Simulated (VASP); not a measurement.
Here is a VASP 6.6.1 calculation.

INCAR

```
ALGO = Fast
EDIFF = 1E-6
EDIFFG = -0.005
ENCUT = 600
GGA = PE
IBRION = 2
ISIF = 3
ISMEAR = 0
IVDW = 12
LASPH = T
LCHARG = F
LREAL = F
LWAVE = F
NELM = 60
NSW = 70
PREC = Accurate
SIGMA = 0.1
```

Contents of KPOINTS:

```
k-points
0
Gamma
  18 18 10
```

The input POSCAR:

```
Ti
1.0
    2.9385821065      0.0000000000      0.0000000000
   -1.4692910532      2.5448867553      0.0000000000
    0.0000000000      0.0000000000      4.6504271810
Ti
2
Direct
    0.3333333333      0.6666666667      0.2500000000
    0.6666666667      0.3333333333      0.7500000000
```

Potentials or basis: VASP PAW PBE potentials, release 64 (Ti_sv).

The run is started by

```bash
$ cat potpaw_PBE.64/Ti_sv/POTCAR > POTCAR
$ mpirun -np 1 vasp_std > vasp.out
```

(1) Estimate the relaxed cell.

(2) What does it give for the relaxed volume?

(3) Predict the band gap on the k mesh.

(4) What does it give for the dispersion energy per atom?

Answers

(1) a = 2.883 Å, b = 2.883 Å, c = 4.569 Å, α = 90.00°, β = 90.00°, γ = 120.00°.

(2) 16.44 Å³/atom.

(3) zero (bands 12 and 13 overlap by 1.13 eV).

(4) -0.637 eV.
